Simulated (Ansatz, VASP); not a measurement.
One calculation of Be3SeO2, two programs

```xyz
6
Lattice="2.5997 0.0000 0.0000 0.0000 2.5997 0.0000 0.0000 0.0000 8.3725" Properties=species:S:1:pos:R:3 pbc="T T T"
Be    0.0000    0.0000    6.4350
Be    0.0000    0.0000    1.9374
Be    0.0000    0.0000    4.1862
Se    1.2999    1.2999    0.0000
O     1.2999    1.2999    2.9139
O     1.2999    1.2999    5.4586
```

Change from the starting cell: species swapped into the Li3Tl2Cd type (P4/mmm, No. 123).

Alike in both runs: functional PBE; k mesh 6 × 6 × 2; occupations gaussian, width 0.1 eV; no spin polarisation.

Ansatz relaxed the structure, and its values are those at the end. VASP's run is a single point on that final structure, the one shown.

```csv
,VASP,Ansatz
version,VASP 6.6.1,Ansatz 0.2.0
potentials or method,"VASP PAW PBE potentials, release 64 (Be, Se, O), cutoff 520 eV","scalar-relativistic, plane waves, PAW"
valence electrons in the cell,24,34
```

|  | VASP | Ansatz | Ansatz less VASP |
| --- | --- | --- | --- |
| gap on the k mesh at the Fermi level (eV) | none | none | - |
| pressure (GPa) | -0.2 | -0.3 | -0.07 |

A gap of «none» marks a metal or a gap that the smearing closes. VASP's potentials hold 24 valence electrons a cell and Ansatz's 34, so a difference there can come from the potentials and not from the codes.

The k mesh is coarse, so the values compare programs but aren't converged.
